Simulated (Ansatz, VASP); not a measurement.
# One calculation of Rh, two programs

File INCAR:

```
  PREC = Accurate
  ENCUT = 520
  EDIFF = 1E-6
  ISMEAR = -1
  SIGMA = 0.05
  LREAL = F
  LASPH = T
  NELM = 100
  ALGO = Normal
  ISIF = 2
  LWAVE = F
  LCHARG = F
  GGA = CA
  NBANDS = 14
```

KPOINTS

```
regular mesh
0
Gamma
  12 12 12
```

POSCAR

```
Rh
1.0
    0.0000000000      1.9228245745      1.9228245745
    1.9228245745      0.0000000000      1.9228245745
    1.9228245745      1.9228245745      0.0000000000
Rh
1
Direct
    0.0000000000      0.0000000000      0.0000000000
```

The input input.yaml:

```yaml
crystal:
  lattice:
    - [0.0, 1.9228245745, 1.9228245745]
    - [1.9228245745, 0.0, 1.9228245745]
    - [1.9228245745, 1.9228245745, 0.0]
  atoms:
    - { symbol: Rh, position: [0.0, 0.0, 0.0] }
kpoints:
  mp_grid: { grid: [12, 12, 12] }
scf:
  occupations: { method: fermi_dirac, width: 0.05 }
hamiltonian:
  xc: lda
  pseudopotentials: { kind: all_electron, lapw: { basis_error: 0.001 } }
output:
  forces: true
  stress: true
  eigenvalues: true
```

Change from the starting cell: volume scaled by 1.04.

Alike in both runs: task single point; functional LDA; k mesh 12 × 12 × 12; occupations fermi-dirac, width 0.05 eV; no spin polarisation.

```csv
,VASP,Ansatz
version,VASP 6.6.1,Ansatz 0.2.0
potentials or method,"VASP PAW LDA potentials, release 64 (Rh_pv), cutoff 520 eV","all-electron LAPW, scalar-relativistic"
```

VASP gave:

| Item | Value |
| --- | --- |
| gap on the k mesh at the Fermi level (eV) | none |
| pressure (GPa) | -18.6 |

Q: Estimate Ansatz's values.

A: gap on the k mesh at the Fermi level (eV): none; pressure (GPa): -19.3.

LDA's correlation is that of Perdew and Zunger in VASP and of Perdew and Wang (1992) in Ansatz. A gap of «none» marks a metal or a gap that the smearing closes. Ansatz ran all-electron here, and VASP with PAW potentials.
